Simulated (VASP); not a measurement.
# Zn17S16 (a cell with a defect) in VASP: a series of runs

Runs on Zn17S16 (a cell with a defect). Level: PBE. Tasks: single point.

Program: VASP 6.6.1. These are calculated values, not measurements. Logs are shortened: lines on timing, memory, paths and dates and some standing lists are left out, and cuts for length are marked.

## Step 1: The cell of the first run

The cell holds a defect, 33 atoms: a = 9.426 Å, b = 9.426 Å, c = 9.426 Å, α = 109.47°, β = 109.47°, γ = 109.47°.

## Step 2: Single point, PBE (with an interstitial atom, then relaxed in part)

The input, INCAR:

```
ALGO = Normal
EDIFF = 1E-6
ENCUT = 400
GGA = PE
GGA_COMPAT = F
ISIF = 2
ISMEAR = 0
LASPH = T
LCHARG = F
LREAL = Auto
LWAVE = F
NBANDS = 172
NELM = 120
PREC = Accurate
SIGMA = 0.01
```

The input, KPOINTS:

```
Automatic mesh
0
Gamma
  2 2 2
  0.5 0.5 0.5
```

The input, POSCAR:

```
Zn17S16
1.0
   -5.4423087469     -5.4423087469      5.4423087469
    5.4423087469      5.4423087469      5.4423087469
   -5.4423087469      5.4423087469     -5.4423087469
Zn S
17 16
Direct
    0.2543048915      0.4996564937      0.2543048915
    0.4953516022      0.4956951085      0.0000000000
    0.2628092743      0.7500000000      0.0000000000
    0.7371907257      0.4871907257      0.7371907257
    0.4953516022      0.7500000000      0.7456951085
    0.2543048915      0.0043048915      0.7496564937
    0.0000000000      0.4956951085      0.4953516022
    0.7456951085      0.7500000000      0.4953516022
    0.5046483978      0.0003435063      0.5046483978
    0.2503435063      0.2546483978      0.5046483978
    0.0000000000      0.7500000000      0.2628092743
    0.7496564937      0.0043048915      0.2543048915
    0.5046483978      0.2546483978      0.2503435063
    0.0000000000      0.0128092743      0.0000000000
    0.7456951085      0.2453516022      0.0000000000
    0.0000000000      0.2453516022      0.7456951085
    0.0000000000      0.7500000000      0.0000000000
    0.0000000000      0.2560117236      0.0000000000
    0.2500000000      0.2500000000      0.7500000000
    0.0000000000      0.4891840906      0.7391840906
    0.4939882764      0.2439882764      0.4939882764
    0.2500000000      0.5000000000      0.5000000000
    0.0000000000      0.7500000000      0.5060117236
    0.7500000000      0.2500000000      0.2500000000
    0.5000000000      0.5000000000      0.2500000000
    0.2608159094      0.7500000000      0.2608159094
    0.0000000000      0.0108159094      0.2608159094
    0.7391840906      0.4891840906      0.0000000000
    0.5060117236      0.7500000000      0.0000000000
    0.2608159094      0.0108159094      0.0000000000
    0.7391840906      0.7500000000      0.7391840906
    0.5000000000      0.0000000000      0.7500000000
    0.7500000000      0.0000000000      0.5000000000
```

Potentials or basis: VASP PAW PBE potentials, release 64 (Zn, S).

The run is started by

```bash
$ cat potpaw_PBE.64/Zn/POTCAR potpaw_PBE.64/S/POTCAR > POTCAR
$ mpirun -np 1 vasp_std > vasp.out
```

OUTCAR:

```text
EDIFF = 1E-6
   ENCUT = 400
   GGA = PE
   ISIF = 2
   ISMEAR = 0
   LASPH = T
   LREAL = Auto
   NELM = 120
   PREC = Accurate

 ion  position               nearest neighbor table
   1  0.254  0.500  0.254-  26 2.32  25 2.33  22 2.33  18 2.37
   2  0.495  0.496  0.000-  28 2.32  25 2.33  19 2.33  29 2.37
   3  0.263  0.750  0.000-  29 2.29  26 2.46  20 2.46  30 2.46  17 2.48
   4  0.737  0.487  0.737-  21 2.29  20 2.46  28 2.46  31 2.46  17 2.48
   5  0.495  0.750  0.746-  31 2.32  22 2.33  32 2.33  29 2.37
   6  0.254  0.004  0.750-  30 2.32  19 2.33  32 2.33  23 2.37
   7  0.000  0.496  0.495-  20 2.32  22 2.33  24 2.33  23 2.37
   8  0.746  0.750  0.495-  31 2.32  33 2.33  25 2.33  23 2.37
   9  0.505  0.000  0.505-  26 2.32  32 2.33  33 2.33  21 2.37
  10  0.250  0.255  0.505-  27 2.32  22 2.33  19 2.33  21 2.37
  11  0.000  0.750  0.263-  23 2.29  26 2.46  27 2.46  28 2.46  17 2.48
  12  0.750  0.004  0.254-  27 2.32  24 2.33  33 2.33  29 2.37
  13  0.505  0.255  0.250-  30 2.32  25 2.33  24 2.33  21 2.37
  14  0.000  0.013  0.000-  18 2.29  27 2.46  30 2.46  31 2.46  17 2.48
  15  0.746  0.245  0.000-  28 2.32  24 2.33  32 2.33  18 2.37
  16  0.000  0.245  0.746-  20 2.32  19 2.33  33 2.33  18 2.37
  17  0.000  0.750  0.000-   3 2.48   4 2.48  11 2.48  14 2.48  20 2.84  26 2.84  27 2.84  28 2.84
                            30 2.84  31 2.84
  18  0.000  0.256  0.000-  14 2.29   1 2.37  15 2.37  16 2.37
  19  0.250  0.250  0.750-   2 2.33   6 2.33  16 2.33  10 2.33
  20  0.000  0.489  0.739-   7 2.32  16 2.32   3 2.46   4 2.46  17 2.84
  21  0.494  0.244  0.494-   4 2.29   9 2.37  10 2.37  13 2.37
  22  0.250  0.500  0.500-   1 2.33   5 2.33   7 2.33  10 2.33
  23  0.000  0.750  0.506-  11 2.29   7 2.37   8 2.37   6 2.37
  24  0.750  0.250  0.250-  12 2.33  15 2.33  13 2.33   7 2.33
  25  0.500  0.500  0.250-   1 2.33   2 2.33   8 2.33  13 2.33
  26  0.261  0.750  0.261-   1 2.32   9 2.32   3 2.46  11 2.46  17 2.84
  27  0.000  0.011  0.261-  10 2.32  12 2.32  11 2.46  14 2.46  17 2.84
  28  0.739  0.489  0.000-   2 2.32  15 2.32  11 2.46   4 2.46  17 2.84
  29  0.506  0.750  0.000-   3 2.29   2 2.37   5 2.37  12 2.37
  30  0.261  0.011  0.000-   6 2.32  13 2.32   3 2.46  14 2.46  17 2.84
  31  0.739  0.750  0.739-   5 2.32   8 2.32   4 2.46  14 2.46  17 2.84
  32  0.500  0.000  0.750-   5 2.33   6 2.33  15 2.33   9 2.33
  33  0.750  0.000  0.500-   8 2.33  12 2.33  16 2.33   9 2.33

  LATTYP: Found a body centered cubic cell.
 ALAT       =    10.8846174938

  Lattice vectors:

 A1 = (  -5.4423087469,  -5.4423087469,   5.4423087469)
 A2 = (   5.4423087469,   5.4423087469,   5.4423087469)
 A3 = (  -5.4423087469,   5.4423087469,  -5.4423087469)

Analysis of symmetry for initial positions (statically):
=====================================================================
 Subroutine PRICEL returns:
 Original cell was already a primitive cell.

 Routine SETGRP: Setting up the symmetry group for a
 body centered cubic supercell.

 Subroutine GETGRP returns: Found 24 space group operations
 (whereof  6 operations were pure point group operations)
 out of a pool of 48 trial point group operations.

The static configuration has the point symmetry C_3v.
 The point group associated with its full space group is T_d .

Analysis of symmetry for dynamics (positions and initial velocities):
=====================================================================
 Subroutine PRICEL returns:
 Original cell was already a primitive cell.

 Routine SETGRP: Setting up the symmetry group for a
 body centered cubic supercell.

 Subroutine GETGRP returns: Found 24 space group operations
 (whereof  6 operations were pure point group operations)
 out of a pool of 48 trial point group operations.

The dynamic configuration has the point symmetry C_3v.
 The point group associated with its full space group is T_d .

 Subroutine INISYM returns: Found 24 space group operations
 (whereof  6 operations are pure point group operations),
 and found     1 'primitive' translations

----------------------------------------------------------------------------------------

                                     Primitive cell

  volume of cell :     644.7770

  direct lattice vectors                    reciprocal lattice vectors
    -5.442308747 -5.442308747  5.442308747    -0.091872774  0.000000000  0.091872774
     5.442308747  5.442308747  5.442308747     0.000000000  0.091872774  0.091872774
    -5.442308747  5.442308747 -5.442308747    -0.091872774  0.091872774  0.000000000

  length of vectors
     9.426355260  9.426355260  9.426355260     0.129927723  0.129927723  0.129927723

  position of ions in fractional coordinates (direct lattice)
     0.254304891  0.499656494  0.254304891
     0.495351602  0.495695109  0.000000000
     0.262809274  0.750000000  0.000000000
     0.737190726  0.487190726  0.737190726
     0.495351602  0.750000000  0.745695109
     0.254304891  0.004304891  0.749656494
[... 25 lines left out ...]
     0.500000000  0.000000000  0.750000000
     0.750000000  0.000000000  0.500000000

  ion indices of the primitive-cell ions
   primitive index   ion index
                 1           1
                 2           2
                 3           3
                 4           4
                 5           5
                 6           6
[... 25 lines left out ...]
                32          32
                33          33

----------------------------------------------------------------------------------------

 KPOINTS: Automatic mesh

Automatic generation of k-mesh.
 Grid dimensions read from file:
 generate k-points for:    2    2    2

 Generating k-lattice:

  Cartesian coordinates                     Fractional coordinates (reciprocal lattice)
    -0.045936387  0.000000000  0.045936387     0.500000000  0.000000000  0.000000000
     0.000000000  0.045936387  0.045936387     0.000000000  0.500000000  0.000000000
    -0.045936387  0.045936387  0.000000000     0.000000000  0.000000000  0.500000000

  Length of vectors
     0.064963861  0.064963861  0.064963861

  Shift w.r.t. Gamma in fractional coordinates (k-lattice)
     0.500000000  0.500000000  0.500000000

 Subroutine IBZKPT returns following result:
 ===========================================

 Found      2 irreducible k-points:

 Following reciprocal coordinates:
            Coordinates               Weight
  0.250000  0.250000  0.250000      2.000000
 -0.250000  0.250000  0.250000      6.000000
   k-points           NKPTS =      2   k-points in BZ     NKDIM =      2   number of bands    NBANDS=    172
   number of dos      NEDOS =    301   number of ions     NIONS =     33
   total plane-waves  NPLWV = 262144
   dimension x,y,z NGX =    64 NGY =   64 NGZ =   64
   dimension x,y,z NGXF=   128 NGYF=  128 NGZF=  128
   ions per type =              17  16
   NGX,Y,Z   is equivalent  to a cutoff of  11.29, 11.29, 11.29 a.u.
   NGXF,Y,Z  is equivalent  to a cutoff of  22.57, 22.57, 22.57 a.u.
 SYSTEM =  unknown system
   PREC   = accura    normal or accurate (medium, high low for compatibility)
   ISTART =      0    job   : 0-new  1-cont  2-samecut
   ICHARG =      2    charge: 1-file 2-atom 10-const
   ISPIN  =      1    spin polarized calculation?
   LNONCOLLINEAR =      F non collinear calculations
   LSORBIT =      F    spin-orbit coupling
   LASPH  =      T    aspherical Exc in radial PAW
   ENCUT  =  400.0 eV  29.40 Ry    5.42 a.u.  15.37 15.37 15.37*2*pi/ulx,y,z
   NELM   =    120;   NELMIN=  2; NELMDL= -5     # of ELM steps
   EDIFF  = 0.1E-05   stopping-criterion for ELM
   LREAL  =      T    real-space projection
   EDIFFG = 0.1E-04   stopping-criterion for IOM
   NSW    =      0    number of steps for IOM
   IBRION =     -1    ionic relax: 0-MD 1-quasi-New 2-CG
   NFREE  =      0    steps in history (QN), initial steepest desc. (CG)
   ISIF   =      2    stress and relaxation
   ISYM   =      2    0-nonsym 1-usesym 2-fastsym
   POTIM  = 0.5000    time-step for ionic-motion
   TEBEG  =    0.0;   TEEND  =   0.0 temperature during run
   PSTRESS=    0.0 pullay stress
   NELECT =     300.0000    total number of electrons
   NUPDOWN=      -1.0000    fix difference up-down
   EMIN   =  10.00;   EMAX   =-10.00  energy-range for DOS
   EFERMI =   0.00;   METHOD = LEGACY
   ISMEAR =     0;   SIGMA  =   0.01  broadening in eV -4-tet -1-fermi 0-gaus
   EFERMI_NEDOS =   21; number of points for ismear=-14 and -15
   IALGO  =     38    algorithm
   IMIX   =      4    mixing-type and parameters
     AMIX     =   0.40;   BMIX     =  1.00
     AMIX_MAG =   1.60;   BMIX_MAG =  1.00
  volume/ion in A,a.u.               =      19.54       131.85
  Fermi-wavevector in a.u.,A,eV,Ry     =   1.268563  2.397237 21.895207  1.609252
  Thomas-Fermi vector in A             =   2.401651
   LORBIT       =      0    0 simple, 1 ext, 2 COOP (PROOUT), +10 PAW based schemes
   GGA     = PE    functional components
   LHFCALC =     F    Hartree Fock is set to
   AEXX    =    0.0000 exact exchange contribution
   IVDW    =     0    specifies the selected vdW correction
   LEPSILON=     F    determine dielectric tensor
   LRPA    =     F    only Hartree local field effects (RPA)
 non-spin polarized calculation
 Gauss-broadening in eV      SIGMA  =   0.01
  energy-cutoff  :      400.00
  volume of cell :      644.78
 maximum number of plane-waves:     11800
 NGX is ok and might be reduce to    64
   NGX = 31   NGY = 31   NGZ = 31

 number of electron     300.0000036 magnetization

 Free energy of the ion-electron system (eV)
  ---------------------------------------------------
  ext. energy  EPLUGINS =         0.00000000
  ---------------------------------------------------
  free energy    TOTEN  =      -107.26550945 eV

  energy without entropy =     -107.26550945  energy(sigma->0) =     -107.26550945

 E-fermi :   3.9365     XC(G=0):  -9.6920

 val. band max:        3.8870732902   @ k =  -0.2500   0.2500   0.2500
 cond. band min:       5.2129773258   @ k =   0.2500   0.2500   0.2500
 fundamental gap:      1.3259040355
 Fermi energy:         3.9364961711

 k-point     1 :       0.2500    0.2500    0.2500
  band No.  band energies     occupation
      1     -10.6224      2.00000
      2     -10.6224      2.00000
      3     -10.6224      2.00000
      4     -10.5258      2.00000
      5     -10.0283      2.00000
      6     -10.0283      2.00000
[... 154 lines left out ...]
    161       6.3698      0.00000
    162       6.3698      0.00000

 k-point     2 :      -0.2500    0.2500    0.2500
  band No.  band energies     occupation
      1     -10.8624      2.00000
      2     -10.3984      2.00000
      3     -10.3867      2.00000
      4     -10.3867      2.00000
      5     -10.2938      2.00000
      6     -10.1827      2.00000
[... 154 lines left out ...]
    161       6.6316      0.00000
    162       6.8170      0.00000
 [bands above 162 left out]

------------------------ aborting loop because EDIFF is reached ----------------------------------------

  FORCE on cell =-STRESS in cart. coord.  units (eV):
  Direction    XX          YY          ZZ          XY          YZ          ZX
  --------------------------------------------------------------------------------------
  -------------------------------------------------------------------------------------
  Total       10.1496176     10.1496176     10.1496176      0.0000000     -0.0000000     -0.0000000
  in kB       25.2203287     25.2203287     25.2203287      0.0000000     -0.0000000     -0.0000000
  external PRESSURE =      25.2203287 kB  Pullay stress =       0.0000000 kB

 VOLUME and BASIS-vectors are now :
 -----------------------------------------------------------------------------
  energy-cutoff  :      400.00
  volume of cell :      644.78
      direct lattice vectors                 reciprocal lattice vectors
    -5.442308747 -5.442308747  5.442308747    -0.091872774  0.000000000  0.091872774
     5.442308747  5.442308747  5.442308747     0.000000000  0.091872774  0.091872774
    -5.442308747  5.442308747 -5.442308747    -0.091872774  0.091872774  0.000000000

 POSITION                                       TOTAL-FORCE (eV/Angst)
 -----------------------------------------------------------------------------------
     -0.04873      2.71928      2.71928        -0.003468      0.003393      0.003393
      0.00187      0.00187      5.39358        -0.003393     -0.003393     -0.003468
      2.65144      2.65144      5.51202         0.005577      0.005577     -0.005577
     -5.37260      2.65144      2.65144        -0.005577      0.005577      0.005577
     -2.67243      5.44418      2.71928         0.003468     -0.003393      0.003393
     -5.44044      2.71928     -2.67243        -0.003393      0.003393      0.003468
[... 25 lines left out ...]
     -6.80289      1.36058     -1.36058         0.000000      0.000000      0.000000
     -6.80289     -1.36058      1.36058         0.000000      0.000000      0.000000
 -----------------------------------------------------------------------------------
    total drift:                               -0.000262      0.000262      0.000444

  FREE ENERGIE OF THE ION-ELECTRON SYSTEM (eV)
  ---------------------------------------------------
  free  energy   TOTEN  =      -107.2655094533 eV

  energy  without entropy=     -107.2655094533  energy(sigma->0) =     -107.26550945
```

Run time: 6.5 min. Hardware: 1 thread of Intel Xeon Platinum 8488C (Sapphire Rapids), shared host; peak memory 0.58 GiB.

Results:

| Quantity | Value |
| --- | --- |
| Free energy | -107.2655 eV |
| Pressure | 2.5 GPa |
| Largest force | 0.011 eV/Å |
| Band gap on the k mesh | 1.33 eV |

Forces on the atoms (eV/Å):
```
Zn  -0.003  0.003  0.003
Zn  -0.003 -0.003 -0.003
Zn   0.006  0.006 -0.006
Zn  -0.006  0.006  0.006
Zn   0.003 -0.003  0.003
Zn  -0.003  0.003  0.003
Zn  -0.003 -0.003 -0.003
Zn   0.003  0.003 -0.003
Zn  -0.003 -0.003 -0.003
Zn   0.003  0.003 -0.003
Zn   0.006 -0.006  0.006
Zn  -0.003  0.003  0.003
Zn   0.003 -0.003  0.003
Zn  -0.006 -0.006 -0.006
Zn   0.003  0.003 -0.003
Zn   0.003 -0.003  0.003
Zn   0.000  0.000  0.000
S    0.006  0.006  0.006
S    0.000  0.000  0.000
S    0.000 -0.002  0.000
S    0.006 -0.006 -0.006
S    0.000  0.000  0.000
S   -0.006  0.006 -0.006
S    0.000  0.000  0.000
S    0.000  0.000  0.000
S   -0.002  0.000  0.000
S    0.000  0.002  0.000
S    0.000  0.000 -0.002
S   -0.006 -0.006  0.006
S    0.000  0.000  0.002
S    0.002  0.000  0.000
S    0.000  0.000  0.000
S    0.000  0.000  0.000
```

Caveat: the cell differs from its parent crystal (with an interstitial atom, then relaxed in part).

(Continued in part 2 of 2.)
